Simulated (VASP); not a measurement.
A run of VASP 6.6.1 is set up as follows.

Contents of POSCAR:

```
V
1.0
    2.6988733484      0.0000000000      0.0000000000
   -1.3494366742      2.3372928813      0.0000000000
    0.0000000000      0.0000000000      4.8412187342
V
2
Direct
    0.3333333333      0.6666666667      0.2500000000
    0.6666666667      0.3333333333      0.7500000000
```

The input INCAR.step1:

```
SYSTEM = V
  ALGO = Normal
  EDIFF = 1E-4
  ENCUT = 520
  GGA = PE
  ISMEAR = -1
  ISPIN = 2
  LASPH = .TRUE.
  LCHARG = .FALSE.
  LMAXMIX = 4
  LREAL = .FALSE.
  LWAVE = .TRUE.
  MAGMOM = 1 1
  NBANDS = 24
  NELM = 150
  PREC = Accurate
  SIGMA = 0.05
```

The input INCAR.step2:

```
SYSTEM = V
  ALGO = Normal
  EDIFF = 1E-6
  ENCUT = 520
  ISIF = 2
  ISMEAR = -1
  ISPIN = 2
  ISTART = 1
  LASPH = .TRUE.
  LCHARG = .FALSE.
  LMAXMIX = 4
  LMIXTAU = .TRUE.
  LORBIT = 11
  LREAL = .FALSE.
  LWAVE = .FALSE.
  MAGMOM = 1 1
  METAGGA = R2SCAN
  NBANDS = 24
  NELM = 150
  PREC = Accurate
  SIGMA = 0.05
```

Contents of KPOINTS:

```
k-points
0
G
  16 16 8
  0 0 0
```

Potentials or basis: VASP PAW PBE potentials, release 64 (V_sv).

Run with:

```bash
$ cat potpaw_PBE.64/V_sv/POTCAR > POTCAR
$ cp INCAR.step1 INCAR
$ mpirun -np 1 vasp_std > vasp.out
$ cp INCAR.step2 INCAR
$ mpirun -np 1 vasp_std > vasp.out
```

Task: Predict the pressure.

Result: -16.3 GPa.

Task: What does it give for the band gap on the k mesh?

Result: Zero (filled and empty bands overlap).

Stress tensor (GPa, compression positive):
```
-16.46   0.00   0.00
  0.00 -16.46   0.00
  0.00   0.00 -15.99
```

Caveat: the cell stands under tension; the moments typed at the start vanished in this run; the PAW data sets were made with another functional, which shifts forces and pressure a little.
